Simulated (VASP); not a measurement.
# LiF (Fm-3m) in VASP: notebook, part 2 of 2

VASP 6.6.1. Earlier steps stand in the parts before.

## Step 3: Vibrations by perturbation theory, PBE

This run uses another cell than the first one, of 8.80 Å³/atom, 1.178 times its volume.

INCAR reads:

```
PREC = Accurate ; ENCUT = 520
EDIFF = 1E-8 ; ISMEAR = 0
SIGMA = 0.01 ; LREAL = False
LASPH = True ; NELM = 80
ALGO = Normal ; ISIF = 2
LWAVE = False ; LCHARG = True
GGA = PE ; NBANDS = 12
IBRION = 8 ; NSW = 1
LEPSILON = True
```

KPOINTS reads:

```
regular mesh
0
Gamma
  10 10 10
```

POSCAR reads:

```
LiF
1.0
    0.0000000000      2.0648000000      2.0648000000
    2.0648000000      0.0000000000      2.0648000000
    2.0648000000      2.0648000000      0.0000000000
Li F
1 1
Direct
    0.0000000000      0.0000000000      0.0000000000
    0.5000000000      0.5000000000      0.5000000000
```

Potentials or basis: VASP PAW PBE potentials, release 64 (Li_sv, F).

Command:

```
cat potpaw_PBE.64/Li_sv/POTCAR potpaw_PBE.64/F/POTCAR > POTCAR
mpirun -np 1 vasp_std > vasp.out
```

OUTCAR:

```text
PREC = Accurate
   ENCUT = 520
   EDIFF = 1E-8
   ISMEAR = 0
   LREAL = False
   LASPH = True
   NELM = 80
   ISIF = 2
   GGA = PE
   IBRION = 8
   NSW = 1
   LEPSILON = True

 ion  position               nearest neighbor table
   1  0.000  0.000  0.000-   2 2.06   2 2.06   2 2.06   2 2.06   2 2.06   2 2.06
   2  0.500  0.500  0.500-   1 2.06   1 2.06   1 2.06   1 2.06   1 2.06   1 2.06

  LATTYP: Found a face centered cubic cell.
 ALAT       =     4.1296000000

  Lattice vectors:

 A1 = (   0.0000000000,   2.0648000000,   2.0648000000)
 A2 = (   2.0648000000,   0.0000000000,   2.0648000000)
 A3 = (   2.0648000000,   2.0648000000,   0.0000000000)

Analysis of symmetry for initial positions (statically):
=====================================================================
 Subroutine PRICEL returns:
 Original cell was already a primitive cell.

 Routine SETGRP: Setting up the symmetry group for a
 face centered cubic supercell.

 Subroutine GETGRP returns: Found 48 space group operations
 (whereof 48 operations were pure point group operations)
 out of a pool of 48 trial point group operations.

The static configuration has the point symmetry O_h .

Analysis of symmetry for dynamics (positions and initial velocities):
=====================================================================
 Subroutine PRICEL returns:
 Original cell was already a primitive cell.

 Routine SETGRP: Setting up the symmetry group for a
 face centered cubic supercell.

 Subroutine GETGRP returns: Found 48 space group operations
 (whereof 48 operations were pure point group operations)
 out of a pool of 48 trial point group operations.

The dynamic configuration has the point symmetry O_h .

 Subroutine INISYM returns: Found 48 space group operations
 (whereof 48 operations are pure point group operations),
 and found     1 'primitive' translations

----------------------------------------------------------------------------------------

                                     Primitive cell

  volume of cell :      17.6061

  direct lattice vectors                    reciprocal lattice vectors
     0.000000000  2.064800000  2.064800000    -0.242154204  0.242154204  0.242154204
     2.064800000  0.000000000  2.064800000     0.242154204 -0.242154204  0.242154204
     2.064800000  2.064800000  0.000000000     0.242154204  0.242154204 -0.242154204

  length of vectors
     2.920068164  2.920068164  2.920068164     0.419423384  0.419423384  0.419423384

  position of ions in fractional coordinates (direct lattice)
     0.000000000  0.000000000  0.000000000
     0.500000000  0.500000000  0.500000000

  ion indices of the primitive-cell ions
   primitive index   ion index
                 1           1
[... 547 lines left out ...]
    -0.00017  0.00000 -0.00000
     0.00000 -0.00017 -0.00000
    -0.00000  0.00000 -0.00005

--------------------------------------- Ionic step        4  -------------------------------------------

------------------------ aborting loop because EDIFF is reached ----------------------------------------

[... ionic steps 5 to 6 ...]

--------------------------------------- Ionic step        7  -------------------------------------------

 Free energy of the ion-electron system (eV)
  ---------------------------------------------------
  ---------------------------------------------------
  free energy    TOTEN  =        -0.52379331 eV

  energy without entropy =       -0.52379331

------------------------ aborting loop because EDIFF is reached ----------------------------------------

 INTERNAL STRAIN TENSOR  FOR ION    2  DIRECTION 1   (eV/Angst):
 -----------------------------------------------------------------------------
     0.00576 -0.00000  0.00000
    -0.00000  0.00468 -0.00000
     0.00000 -0.00000  0.00468

 MACROSCOPIC STATIC DIELECTRIC TENSOR (including local field effects in DFT)
 ------------------------------------------------------
           2.034923     0.000000     0.000000
           0.000000     2.034923     0.000000
           0.000000     0.000000     2.034923
 ------------------------------------------------------

 PIEZOELECTRIC TENSOR (including local field effects)  for field in x, y, z        (e  Angst)
          XX          YY          ZZ          XY          YZ          ZX
  --------------------------------------------------------------------------------
  x     0.00000     0.00000     0.00000     0.00000     0.00000     0.00000
  y     0.00000     0.00000     0.00000     0.00000     0.00000     0.00000
  z     0.00000     0.00000     0.00000     0.00000     0.00000     0.00000

 PIEZOELECTRIC TENSOR (including local field effects)  for field in x, y, z        (C/m^2)
          XX          YY          ZZ          XY          YZ          ZX
  --------------------------------------------------------------------------------
  x     0.00000     0.00000     0.00000     0.00000     0.00000     0.00000
  y     0.00000     0.00000     0.00000     0.00000     0.00000     0.00000
  z     0.00000     0.00000     0.00000     0.00000     0.00000     0.00000

 BORN EFFECTIVE CHARGES (including local field effects) (in |e|, cummulative output)
 ---------------------------------------------------------------------------------
 ion    1
    1     1.05855     0.00000     0.00000
    2     0.00000     1.05855     0.00000
    3     0.00000     0.00000     1.05855
 ion    2
    1    -1.05855     0.00000     0.00000
    2     0.00000    -1.05855     0.00000
    3     0.00000     0.00000    -1.05855

 INTERNAL STRAIN TENSOR FOR ION    2 for displacements in x,y,z  (eV/Angst):
          X           Y           Z          XY          YZ          ZX
  --------------------------------------------------------------------------------
  x     0.00000     0.00000     0.00000     0.00000     0.00000     0.00000
  y     0.00000     0.00000     0.00000     0.00000     0.00000     0.00000
  z     0.00000     0.00000     0.00000     0.00000     0.00000     0.00000

 SECOND DERIVATIVES (NOT SYMMETRIZED)
 ------------------------------------
               1X          1Y          1Z          2X          2Y          2Z
  1X    -1.057136    0.000000    0.000000    1.057136    0.000000    0.000000
  1Y     0.000000   -1.057136    0.000000    0.000000    1.057136    0.000000
  1Z     0.000000    0.000000   -1.057136    0.000000    0.000000    1.057136
  2X     1.045466    0.000000    0.000000   -1.045466    0.000000    0.000000
  2Y     0.000000    1.045466    0.000000    0.000000   -1.045466    0.000000
  2Z     0.000000    0.000000    1.045466    0.000000    0.000000   -1.045466

 Eigenvectors and eigenvalues of the dynamical matrix
 ----------------------------------------------------

   1 f  =    7.092690 THz    44.564685 2PiTHz  236.586668 cm-1    29.332995 meV
             X         Y         Z           dx          dy          dz
      0.000000  0.000000  0.000000    -0.855947    0.000000    0.000000
      2.064800  2.064800  2.064800     0.517064    0.000000    0.000000
[... 21 lines left out ...]
   6 f/i=    0.017423 THz     0.109470 2PiTHz    0.581159 cm-1     0.072054 meV
             X         Y         Z           dx          dy          dz
      0.000000  0.000000  0.000000     0.000000    0.000000   -0.517064
      2.064800  2.064800  2.064800     0.000000    0.000000   -0.855947

--------------------------------------------------------------------------------------------------------

 MACROSCOPIC STATIC DIELECTRIC TENSOR IONIC CONTRIBUTION
 ------------------------------------------------------
          10.954392     0.000000     0.000000
           0.000000    10.954392     0.000000
           0.000000     0.000000    10.954392
 ------------------------------------------------------

 ELASTIC MODULI CONTR FROM IONIC RELAXATION (kBar)
 Direction    XX          YY          ZZ          XY          YZ          ZX
 --------------------------------------------------------------------------------
 XX           0.0000      0.0000      0.0000      0.0000      0.0000      0.0000
 YY           0.0000      0.0000      0.0000      0.0000      0.0000      0.0000
 ZZ           0.0000      0.0000      0.0000      0.0000      0.0000      0.0000
 XY           0.0000      0.0000      0.0000      0.0000      0.0000      0.0000
 YZ           0.0000      0.0000      0.0000      0.0000      0.0000      0.0000
 ZX           0.0000      0.0000      0.0000      0.0000      0.0000      0.0000
 --------------------------------------------------------------------------------

 PIEZOELECTRIC TENSOR IONIC CONTR  for field in x, y, z        (C/m^2)
          XX          YY          ZZ          XY          YZ          ZX
  --------------------------------------------------------------------------------
  x     0.00000     0.00000     0.00000     0.00000     0.00000     0.00000
  y     0.00000     0.00000     0.00000     0.00000     0.00000     0.00000
  z     0.00000     0.00000     0.00000     0.00000     0.00000     0.00000
```

stdout:

```text
POSCAR found type information on POSCAR LiF
 POSCAR found :  2 types and       2 ions
 scaLAPACK will be used
 LDA part: xc-table for (Slater+PW92), standard interpolation
 POSCAR, INCAR and KPOINTS ok, starting setup
 FFT: planning ... GRIDC
 FFT: planning ... GRID_SOFT
 FFT: planning ... GRID
 WAVECAR not read
 entering main loop
[... 23 lines left out ...]
  Direction:   3
 dielectric tensor                  component  3 :    -0.008     0.073     2.035
 Linear response DOF=           2
 Linear response progress:
 first order change of Fermi-energy  -0.42924E-05
 force on displaced ion       1 direction 1 :  -1.057   0.000   0.000
 Born effective charge ion    1 direction 1 :   1.058   0.000   0.000
 Linear response progress:
 first order change of Fermi-energy  -0.11749E-03
 force on displaced ion       2 direction 1 :  -1.045   0.000   0.000
 Born effective charge ion    2 direction 1 :  -1.059   0.000   0.000
 Born effective charges drift removed
 Linear response finished
```

It took 4.2 min on 1 thread of Intel Xeon 8259CL, shared host; peak memory 0.19 GiB.

What came out:

| Property | Result |
| --- | --- |
| Electronic dielectric tensor (diagonal) | 2.03 |
| Born charges (mean of the diagonal) | Li +1.06; F -1.06 e |
| Highest phonon frequency at Γ, LO-TO splitting left out | 237 cm⁻¹ |

Phonon frequencies in cm⁻¹ (negative: imaginary):
```csv
q point,frequencies
"(0.000, 0.000, 0.000)",-1 -1 -1 237 237 237
```

Electronic dielectric tensor:
```
2.03 0.00 0.00
0.00 2.03 0.00
0.00 0.00 2.03
```

Born effective charge tensors (e):
atom 1, Li
```
1.06 0.00 0.00
0.00 1.06 0.00
0.00 0.00 1.06
```
atom 2, F
```
-1.06  0.00  0.00
 0.00 -1.06  0.00
 0.00  0.00 -1.06
```

Caveat: the cell wasn't relaxed at this level first, which shifts response properties; the cutoff is under 1.25 times the usual one of these potentials, so pressure, stress and relaxed cells hold a basis-set (Pulay) error.
